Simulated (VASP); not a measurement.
Here is a VASP 6.6.1 calculation.

The input INCAR:

```
PREC     = Accurate       # precision mode
ENCUT    = 520            # plane-wave cutoff, eV
EDIFF    = 1E-6           # SCF threshold, eV
ISMEAR   = 0              # smearing method
SIGMA    = 0.02           # smearing width, eV
LREAL    = False          # projectors in reciprocal space
LASPH    = True           # aspherical terms in the spheres
NELM     = 60             # most SCF steps
ALGO     = Normal         # electronic algorithm
ISIF     = 2              # what is computed and relaxed
LWAVE    = False          # write WAVECAR
LCHARG   = False          # write CHGCAR
LDIPOL   = True         
IDIPOL   = 3            
DIPOL    = 0.5 0.5 0.282
GGA      = PE             # functional
IVDW     = 12             # dispersion correction
NBANDS   = 25             # bands
```

File KPOINTS:

```
Automatic mesh
0
Gamma
  12 12 1
```

POSCAR

```
SiO2
1.0
    2.6867761159     -0.0668593839      0.0000000000
   -1.2854901939      2.3602438508      0.0000000000
    0.0000000000      0.0000000000     37.2231571600
Si O
2 4
Direct
    0.5000211658      0.4999788342      0.2198878560
    0.4999788342      0.5000211658      0.3442770780
    0.1666888109      0.8333111891      0.2444942017
    0.8333538595      0.1666461405      0.1952367491
    0.1666461405      0.8333538595      0.3689281848
    0.8333111891      0.1666888109      0.3196707322
```

Potentials or basis: VASP PAW PBE potentials, release 64 (Si, O).

Command:

```bash
$ cat potpaw_PBE.64/Si/POTCAR potpaw_PBE.64/O/POTCAR > POTCAR
$ mpirun -np 1 vasp_std > vasp.out
```

Task: What does it give for the band gap on the k mesh?

Result: 6.43 eV (least direct gap 6.84 eV).

Task: Predict the dispersion energy per atom.

Result: -0.156 eV.

Forces in eV/Å, atoms in the order of the input:
```
Si   0.000  0.000  0.000
Si   0.000  0.000  0.000
O    0.000  0.000  0.013
O    0.000  0.000 -0.014
O    0.000  0.000  0.014
O    0.000  0.000 -0.013
```
